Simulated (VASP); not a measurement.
# Os (Immm) in VASP: single point with r2SCAN

Aim: the single point of Os with r2SCAN.

All numbers are computed with VASP 6.6.1; they aren't measurements. Logs are shortened: lines on timing, memory, paths and dates and some standing lists are left out, and cuts for length are marked.

## 1. The cell of the first run

The structure is orthorhombic, space group Immm (No. 71). Conventional cell: a = 2.613 Å, b = 2.888 Å, c = 3.890 Å, α = 90.00°, β = 90.00°, γ = 90.00°. Os (site symmetry mmm) has 12 Os at 2.61 to 2.89 Å within 3.4 Å.

## 2. Single point, r2SCAN (strain -0.1000 x Voigt [0, 0, 0, 0, 0, 1])

POSCAR reads:

```
Os
1.0
   -0.0972500000      1.9450000000      1.9450000000
    1.9450000000     -0.0972500000      1.9450000000
    1.8477500000      1.8477500000      0.0000000000
Os
1
Direct
    0.0000000000      0.0000000000      0.0000000000
```

INCAR.step1 reads:

```
SYSTEM = Os
PREC = Accurate
ENCUT = 520
ISMEAR = 0
SIGMA = 0.15
LREAL = .False.
LASPH = .True.
NELM = 100
NBANDS = 10
GGA = PE
ALGO = Normal
EDIFF = 1E-4
LWAVE = .True.
LCHARG = .False.
```

INCAR.step2 reads:

```
SYSTEM = Os
PREC = Accurate
ENCUT = 520
EDIFF = 1E-7
ISMEAR = 0
SIGMA = 0.15
LREAL = .False.
LASPH = .True.
NELM = 100
ALGO = Normal
ISIF = 2
LWAVE = .False.
LCHARG = .False.
METAGGA = R2SCAN
LMIXTAU = .True.
NBANDS = 10
ISTART = 1
```

KPOINTS reads:

```
regular mesh
0
Gamma
  20 20 20
  0 0 0
```

Potentials or basis: VASP PAW PBE potentials, release 64 (Os).

Launch:

```bash
cat potpaw_PBE.64/Os/POTCAR > POTCAR
cp INCAR.step1 INCAR
mpirun -np 1 vasp_std > vasp.out
cp INCAR.step2 INCAR
mpirun -np 1 vasp_std > vasp.out
```

OUTCAR:

```text
SYSTEM = Os
   PREC = Accurate
   ENCUT = 520
   EDIFF = 1E-7
   ISMEAR = 0
   LREAL = .False.
   LASPH = .True.
   NELM = 100
   ISIF = 2
   METAGGA = R2SCAN
   ISTART = 1

 ion  position               nearest neighbor table
   1  0.000  0.000  0.000-

  LATTYP: Found a body centered orthorhombic cell.
 ALAT       =     2.6131131099
 B/A-ratio  =     1.1052631579
 C/A-ratio  =     1.4886458551

  Lattice vectors:

 A1 = (   0.0972500000,  -1.9450000000,  -1.9450000000)
 A2 = (  -0.0972500000,   1.9450000000,  -1.9450000000)
 A3 = (   1.9450000000,  -0.0972500000,   1.9450000000)

Analysis of symmetry for initial positions (statically):
=====================================================================
 Subroutine PRICEL returns:
 Original cell was already a primitive cell.

 Routine SETGRP: Setting up the symmetry group for a
 body centered orthorhombic supercell.

 Subroutine GETGRP returns: Found  8 space group operations
 (whereof  8 operations were pure point group operations)
 out of a pool of  8 trial point group operations.

The static configuration has the point symmetry D_2h.

Analysis of symmetry for dynamics (positions and initial velocities):
=====================================================================
 Subroutine PRICEL returns:
 Original cell was already a primitive cell.

 Routine SETGRP: Setting up the symmetry group for a
 body centered orthorhombic supercell.

 Subroutine GETGRP returns: Found  8 space group operations
 (whereof  8 operations were pure point group operations)
 out of a pool of  8 trial point group operations.

The dynamic configuration has the point symmetry D_2h.

 Subroutine INISYM returns: Found  8 space group operations
 (whereof  8 operations are pure point group operations),
 and found     1 'primitive' translations

----------------------------------------------------------------------------------------

                                     Primitive cell

  volume of cell :      14.6792

  direct lattice vectors                    reciprocal lattice vectors
    -0.097250000  1.945000000  1.945000000    -0.244828008  0.244828008  0.257069409
     1.945000000 -0.097250000  1.945000000     0.244828008 -0.244828008  0.257069409
     1.847750000  1.847750000  0.000000000     0.270599378  0.270599378 -0.257069409

  length of vectors
     2.752363995  2.752363995  2.613113110     0.431237972  0.431237972  0.461012719

  position of ions in fractional coordinates (direct lattice)
     0.000000000  0.000000000  0.000000000

  ion indices of the primitive-cell ions
   primitive index   ion index
                 1           1

----------------------------------------------------------------------------------------

 KPOINTS: regular mesh

Automatic generation of k-mesh.
 Grid dimensions read from file:
 generate k-points for:   20   20   20

 Generating k-lattice:

  Cartesian coordinates                     Fractional coordinates (reciprocal lattice)
    -0.012241400  0.012241400  0.012853470     0.050000000  0.000000000  0.000000000
     0.012241400 -0.012241400  0.012853470     0.000000000  0.050000000  0.000000000
     0.013529969  0.013529969 -0.012853470     0.000000000  0.000000000  0.050000000

  Length of vectors
     0.021561899  0.021561899  0.023050636

  Shift w.r.t. Gamma in fractional coordinates (k-lattice)
     0.000000000  0.000000000  0.000000000

 Subroutine IBZKPT returns following result:
 ===========================================

 Found   1166 irreducible k-points:

 Following reciprocal coordinates:
            Coordinates               Weight
  0.000000  0.000000  0.000000      1.000000
  0.050000 -0.000000  0.000000      4.000000
  0.100000 -0.000000  0.000000      4.000000
  0.150000  0.000000  0.000000      4.000000
  0.200000 -0.000000  0.000000      4.000000
  0.250000 -0.000000  0.000000      4.000000
[... 16 lines left out ...]
 -0.400000  0.050000  0.000000      4.000000
 -0.350000  0.050000  0.000000      4.000000
 [... further k-points ...]
   k-points           NKPTS =   1166   k-points in BZ     NKDIM =   1166   number of bands    NBANDS=     10
   number of dos      NEDOS =    301   number of ions     NIONS =      1
   total plane-waves  NPLWV =   8000
   dimension x,y,z NGX =    20 NGY =   20 NGZ =   20
   dimension x,y,z NGXF=    40 NGYF=   40 NGZF=   40
   ions per type =               1
   NGX,Y,Z   is equivalent  to a cutoff of  12.08, 12.08, 12.72 a.u.
   NGXF,Y,Z  is equivalent  to a cutoff of  24.16, 24.16, 25.45 a.u.
 SYSTEM =  Os
   PREC   = accura    normal or accurate (medium, high low for compatibility)
   ISTART =      1    job   : 0-new  1-cont  2-samecut
   ICHARG =      0    charge: 1-file 2-atom 10-const
   ISPIN  =      1    spin polarized calculation?
   LNONCOLLINEAR =      F non collinear calculations
   LSORBIT =      F    spin-orbit coupling
   LASPH  =      T    aspherical Exc in radial PAW
   ENCUT  =  520.0 eV  38.22 Ry    6.18 a.u.   5.12  5.12  4.86*2*pi/ulx,y,z
   NELM   =    100;   NELMIN=  2; NELMDL=  0     # of ELM steps
   EDIFF  = 0.1E-06   stopping-criterion for ELM
   LREAL  =      F    real-space projection
   EDIFFG = 0.1E-05   stopping-criterion for IOM
   NSW    =      0    number of steps for IOM
   IBRION =     -1    ionic relax: 0-MD 1-quasi-New 2-CG
   NFREE  =      0    steps in history (QN), initial steepest desc. (CG)
   ISIF   =      2    stress and relaxation
   ISYM   =      2    0-nonsym 1-usesym 2-fastsym
   POTIM  = 0.5000    time-step for ionic-motion
   TEBEG  =    0.0;   TEEND  =   0.0 temperature during run
   PSTRESS=    0.0 pullay stress
   NELECT =       8.0000    total number of electrons
   NUPDOWN=      -1.0000    fix difference up-down
   EMIN   =  10.00;   EMAX   =-10.00  energy-range for DOS
   EFERMI =   0.00;   METHOD = LEGACY
   ISMEAR =     0;   SIGMA  =   0.15  broadening in eV -4-tet -1-fermi 0-gaus
   EFERMI_NEDOS =   21; number of points for ismear=-14 and -15
   IALGO  =     38    algorithm
   IMIX   =      4    mixing-type and parameters
     AMIX     =   0.40;   BMIX     =  1.00
     AMIX_MAG =   1.60;   BMIX_MAG =  1.00
  volume/ion in A,a.u.               =      14.68        99.06
  Fermi-wavevector in a.u.,A,eV,Ry     =   1.337224  2.526987 24.329513  1.788169
  Thomas-Fermi vector in A             =   2.465790
   LORBIT       =      0    0 simple, 1 ext, 2 COOP (PROOUT), +10 PAW based schemes
   METAGGA = R2SCAN    functional components
   LHFCALC =     F    Hartree Fock is set to
   AEXX    =    0.0000 exact exchange contribution
   IVDW    =     0    specifies the selected vdW correction
   LEPSILON=     F    determine dielectric tensor
   LRPA    =     F    only Hartree local field effects (RPA)
 non-spin polarized calculation
 Gauss-broadening in eV      SIGMA  =   0.15
  energy-cutoff  :      520.00
  volume of cell :       14.68
 maximum number of plane-waves:       411
   NGX = 11   NGY = 11   NGZ =  9

 number of electron       7.9999999 magnetization

 Free energy of the ion-electron system (eV)
  ---------------------------------------------------
  ext. energy  EPLUGINS =         0.00000000
  ---------------------------------------------------
  free energy    TOTEN  =       -52.69483059 eV

  energy without entropy =      -52.68484488  energy(sigma->0) =      -52.68983774

 E-fermi :   8.4701     XC(G=0): -15.0569

 val. band max:        8.4663578442   @ k =  -0.0500   0.0000   0.1500
 cond. band min:       8.4728373185   @ k =   0.5000  -0.0000   0.3000
 fundamental gap:      0.0064794743
 Fermi energy:         8.4700964467

 k-point     1 :       0.0000    0.0000    0.0000
  band No.  band energies     occupation
      1      -2.4298      2.00000
      2       4.7097      2.00000
      3       5.2020      2.00000
      4       6.4698      2.00000
      5       8.5837      0.28406
      6       8.6142      0.17441
      7      23.2979      0.00000
      8      27.7592      0.00000
      9      29.4316      0.00000
     10      31.0473      0.00000

 k-point     2 :       0.0500   -0.0000    0.0000
  band No.  band energies     occupation
      1      -2.3223      2.00000
      2       4.7038      2.00000
      3       5.1887      2.00000
      4       6.5153      2.00000
      5       8.5687      0.35251
      6       8.5865      0.27251
      7      23.4797      0.00000
      8      27.4878      0.00000
      9      29.4053      0.00000
     10      31.2171      0.00000

 k-point     3 :       0.1000   -0.0000    0.0000
  band No.  band energies     occupation
      1      -2.0092      2.00000
      2       4.6590      2.00000
      3       5.1823      2.00000
      4       6.6338      2.00000
      5       8.5230      0.61812
      6       8.5443      0.48423
      7      23.9897      0.00000
      8      26.6046      0.00000
      9      29.7631      0.00000
     10      31.7174      0.00000

 k-point     4 :       0.1500    0.0000    0.0000
  band No.  band energies     occupation
      1      -1.5208      2.00000
      2       4.5610      2.00000
      3       5.2160      2.00000
      4       6.7681      2.00000
      5       8.4772      0.94682
      6       8.5753      0.32114
      7      24.6879      0.00000
      8      25.4237      0.00000
      9      30.6009      0.00000
     10      32.5214      0.00000
[... 222 lines left out ...]
 k-point    22 :      -0.4500    0.0500    0.0000
  band No.  band energies     occupation
      1       0.7834      2.00000
      2       4.7144      2.00000
      3       6.3754      2.00000
      4       7.2706      2.00000
      5      10.3899      0.00000
      6      10.9529      0.00000
      7      16.8247      0.00000
      8      23.6894      0.00000
      9      28.8519      0.00000
     10      31.3080      0.00000

 k-point    23 :      -0.4000    0.0500    0.0000
  band No.  band energies     occupation
      1       0.7558      2.00000
      2       4.7734      2.00000
      3       6.4352      2.00000
      4       6.6711      2.00000
      5      10.1594      0.00000
      6      10.5775      0.00000
      7      17.8118      0.00000
      8      24.0092      0.00000
      9      29.2147      0.00000
     10      32.2277      0.00000

 k-point    24 :      -0.3500    0.0500    0.0000
  band No.  band energies     occupation
      1       0.6576      2.00000
      2       4.8768      2.00000
      3       5.8127      2.00000
      4       6.5446      2.00000
      5       9.8657      0.00000
      6      10.0578      0.00000
      7      19.2186      0.00000
      8      24.5528      0.00000
      9      29.9728      0.00000
     10      33.6297      0.00000

 [... further k-points ...]
[... 5 lines left out ...]
  --------------------------------------------------------------------------------------
  -------------------------------------------------------------------------------------
  Total       -0.8923857     -0.8923857     -1.3881701      2.6397018      0.0000000      0.0000000
  in kB      -97.4005643    -97.4005643   -151.5135734    288.1135785      0.0000000      0.0000000
  external PRESSURE =    -115.4382340 kB  Pullay stress =       0.0000000 kB

 VOLUME and BASIS-vectors are now :
 -----------------------------------------------------------------------------
  energy-cutoff  :      520.00
  volume of cell :       14.68
      direct lattice vectors                 reciprocal lattice vectors
    -0.097250000  1.945000000  1.945000000    -0.244828008  0.244828008  0.257069409
     1.945000000 -0.097250000  1.945000000     0.244828008 -0.244828008  0.257069409
     1.847750000  1.847750000  0.000000000     0.270599378  0.270599378 -0.257069409

 POSITION                                       TOTAL-FORCE (eV/Angst)
 -----------------------------------------------------------------------------------
      0.00000      0.00000      0.00000         0.000000     -0.000000      0.000000
 -----------------------------------------------------------------------------------
    total drift:                                0.000000      0.000000     -0.000000

  FREE ENERGIE OF THE ION-ELECTRON SYSTEM (eV)
  ---------------------------------------------------
  free  energy   TOTEN  =       -52.6948305912 eV

  energy  without entropy=      -52.6848448840  energy(sigma->0) =      -52.68983774
```

It took 3.1 min on 1 thread of Intel Xeon 6975P-C (Granite Rapids), shared host; peak memory 0.28 GiB.

Results:

```
Free energy            : -52.6948 eV
Pressure               : -11.5 GPa
Band gap on the k mesh : zero (bands 4 and 5 overlap by 4.11 eV)
```

Stress tensor (GPa, compression positive):
```
 -9.74  28.81   0.00
 28.81  -9.74   0.00
  0.00   0.00 -15.15
```

Levels at points of the mesh, in eV from the Fermi level:
| k point | band 2 | band 3 | band 4 | band 5 | band 6 | band 7 |
| --- | --- | --- | --- | --- | --- | --- |
| (0.00, 0.00, 0.00) | -3.76 | -3.27 | -2.00 | 0.11 | 0.14 | 14.83 |
| (0.50, 0.00, 0.00) | -3.69 | -2.18 | -0.77 | 1.59 | 2.64 | 8.15 |
| (0.50, 0.50, 0.00) | -6.83 | 2.26 | 2.34 | 3.02 | 3.04 | 10.68 |
| (0.00, 0.00, 0.50) | -3.92 | -2.56 | 0.33 | 2.02 | 2.87 | 9.77 |
| (0.50, 0.00, 0.50) | -6.77 | 1.89 | 2.36 | 2.88 | 3.28 | 12.35 |

Caveat: the cell differs from its parent crystal (strain -0.1000 x Voigt [0, 0, 0, 0, 0, 1]); the stress differs along the axes, from -15 to -10 GPa; the PAW data sets were made with another functional, which shifts forces and pressure a little; spin-orbit coupling is left out, which moves the levels of the heavy elements.
